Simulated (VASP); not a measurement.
A run of VASP 6.6.1 is set up as follows.

File POSCAR:

```
MoS2
1.0
    3.1844262810      0.0000000000      0.0000000000
   -1.5922131405      2.7577940559      0.0000000000
    0.0000000000      0.0000000000     12.9766291320
Mo S
2 4
Direct
    0.3333333333      0.6666666667      0.2500000000
    0.6666666667      0.3333333333      0.7500000000
    0.3333333333      0.6666666667      0.6303470903
    0.6666666667      0.3333333333      0.1303470903
    0.3333333333      0.6666666667      0.8696529097
    0.6666666667      0.3333333333      0.3696529097
```

INCAR.step1

```
PREC = Accurate ; ENCUT = 520
ISMEAR = 0 ; SIGMA = 0.01
LREAL = False ; LASPH = True
NELM = 60 ; NBANDS = 35
GGA = PE ; ALGO = Normal
EDIFF = 1E-4 ; LWAVE = True
LCHARG = False
```

INCAR.step2

```
PREC = Accurate ; ENCUT = 520
EDIFF = 1E-6 ; ISMEAR = 0
SIGMA = 0.01 ; LREAL = False
LASPH = True ; NELM = 60
ALGO = Normal ; ISIF = 2
LWAVE = False ; LCHARG = False
METAGGA = R2SCAN ; LMIXTAU = True
NBANDS = 35 ; ISTART = 1
```

File KPOINTS:

```
Automatic mesh
0
Gamma
  8 8 2
```

Potentials or basis: VASP PAW PBE potentials, release 64 (Mo_sv, S).

Launch:

```console
$ cat potpaw_PBE.64/Mo_sv/POTCAR potpaw_PBE.64/S/POTCAR > POTCAR
$ cp INCAR.step1 INCAR
$ mpirun -np 1 vasp_std > vasp.out
$ cp INCAR.step2 INCAR
$ mpirun -np 1 vasp_std > vasp.out
```

Problem. Predict the pressure.

Solution. 0.0 GPa.

Problem. What does it give for the band gap on the k mesh?

Solution. 1.35 eV, indirect (least direct gap 2.04 eV).

Forces on the atoms (eV/Å):
```
Mo   0.000  0.000  0.000
Mo   0.000  0.000  0.000
S    0.000  0.000 -0.002
S    0.000  0.000 -0.002
S    0.000  0.000  0.002
S    0.000  0.000  0.002
```

Caveat: the PAW data sets were made with another functional, which shifts forces and pressure a little.

**The experiment to reproduce.**

“Multiwavelength excitation Raman Scattering Analysis of bulk and 2 dimensional MoS2: Vibrational properties of atomically thin MoS2 layers”, 2015, arxiv:1506.03228 reports, for a bulk crystal of MoS2 at 300 K: band gap 1.3 eV (indirect).

Against the measured gap of MoS2, 1.3 eV (indirect; 300 K; “Multiwavelength excitation Raman Scattering Analysis of bulk and 2 dimensional MoS2: Vibrational properties of atomically thin MoS2 layers”, 2015, arxiv:1506.03228), the calculated 1.35 eV is off by +0.05 eV. Spin-orbit coupling on Mo is left out. The value is that of r2SCAN on a finite k mesh, which can miss the band edges, without temperature or zero-point motion.
